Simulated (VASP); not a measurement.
A run of VASP 6.6.1 is set up as follows.

The input INCAR:

```
SYSTEM = Mg
PREC     = Accurate       ! precision mode
ENCUT    = 600            ! plane-wave cutoff, eV
EDIFF    = 1E-6           ! SCF threshold, eV
ISMEAR   = -1             ! smearing method
SIGMA    = 0.08           ! smearing width, eV
LREAL    = .False.        ! projectors in reciprocal space
LASPH    = .True.         ! aspherical terms in the spheres
NELM     = 120            ! most SCF steps
ALGO     = Normal         ! electronic algorithm
ISIF     = 2              ! what is computed and relaxed
LWAVE    = .False.        ! write WAVECAR
LCHARG   = .False.        ! write CHGCAR
GGA      = CA             ! functional
NBANDS   = 7              ! bands
GGA_COMPAT= .False.
```

KPOINTS

```
Automatic mesh
0
Gamma
  18 18 18
  0 0 0
```

POSCAR

```
Mg
1.0
   -1.4822522729      1.4822522729      1.4822522729
    1.4822522729     -1.4822522729      1.4822522729
    1.4822522729      1.4822522729     -1.4822522729
Mg
1
Direct
    0.0000000000      0.0000000000      0.0000000000
```

Potentials or basis: VASP PAW LDA potentials, release 64 (Mg).

Command:

```bash
$ cat potpaw_LDA.64/Mg/POTCAR > POTCAR
$ mpirun -np 1 vasp_std > vasp.out
```

Q: What does it give for the band gap on the k mesh?

A: Zero (band 1 reaches 10.23 eV, above the bottom of band 2 at 5.34 eV).

Q: Estimate the pressure.

A: 53.4 GPa.
